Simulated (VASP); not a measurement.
Ga2O: single point with PBE

Ga2O:

```xyz
6
Lattice="3.0551 0.0000 0.0000 -1.5276 2.6458 0.0000 0.0000 0.0000 13.6662" Properties=species:S:1:pos:R:3 pbc="T T T"
Ga    0.0000    0.0000    5.5734
Ga    0.0000    0.0000    8.0928
Ga    1.5276    0.8819    1.2566
Ga    0.0000    1.7639   12.4096
O     1.5276    0.8819    4.8002
O     0.0000    1.7639    8.8660
```

This cell differs from its parent crystal: volume scaled by 1.02, then relaxed in part.

| Property | Result |
| --- | --- |
| Program | VASP 6.6.1 |
| Task | single point |
| Functional | PBE |
| Potentials or basis | VASP PAW PBE potentials, release 64 (Ga_d, O) |
| Cutoff | 520 eV |
| k mesh | 12 × 12 × 4 |
| Occupations | fermi-dirac, width 0.15 eV |
| Spin | no spin polarisation |
| Dipole correction | no |
| Further INCAR settings | ALGO = Normal; EDIFF = 1e-06; NBANDS = 41 |

| Property | Result |
| --- | --- |
| Pressure | 0.2 GPa |
| Largest force | 0.053 eV/Å |
| Band gap on the k mesh | zero (band 32 reaches 4.46 eV, above the bottom of band 33 at 2.69 eV) |

Forces in eV/Å, atoms in the order of the input:
```
Ga   0.000  0.000  0.047
Ga   0.000  0.000 -0.047
Ga   0.000  0.000  0.004
Ga   0.000  0.000 -0.004
O    0.000  0.000 -0.053
O    0.000  0.000  0.053
```

Stress tensor (GPa, compression positive):
```
 0.25  0.00  0.00
 0.00  0.25  0.00
 0.00  0.00 -0.02
```

Levels at points of the mesh, in eV from the Fermi level:
| k point | band 29 | band 30 | band 31 | band 32 | band 33 | band 34 | band 35 | band 36 |
| --- | --- | --- | --- | --- | --- | --- | --- | --- |
| (0.00, 0.00, 0.00) | -4.00 | -4.00 | -3.08 | -1.43 | -0.55 | 2.62 | 3.24 | 7.17 |
| (0.50, 0.00, 0.00) | -4.52 | -3.71 | -2.45 | -1.67 | -1.13 | 0.70 | 2.87 | 3.55 |
| (0.00, 0.00, 0.50) | -4.00 | -4.00 | -2.83 | -1.88 | -0.20 | 2.23 | 3.65 | 6.56 |
| (0.50, 0.00, 0.50) | -4.52 | -3.71 | -2.42 | -1.72 | -1.12 | 0.70 | 2.87 | 3.58 |

It took 4 min on 1 thread of Intel(R) Xeon(R) Platinum 8488C (Sapphire Rapids), with other jobs on the host, peak memory 0.39 GiB.
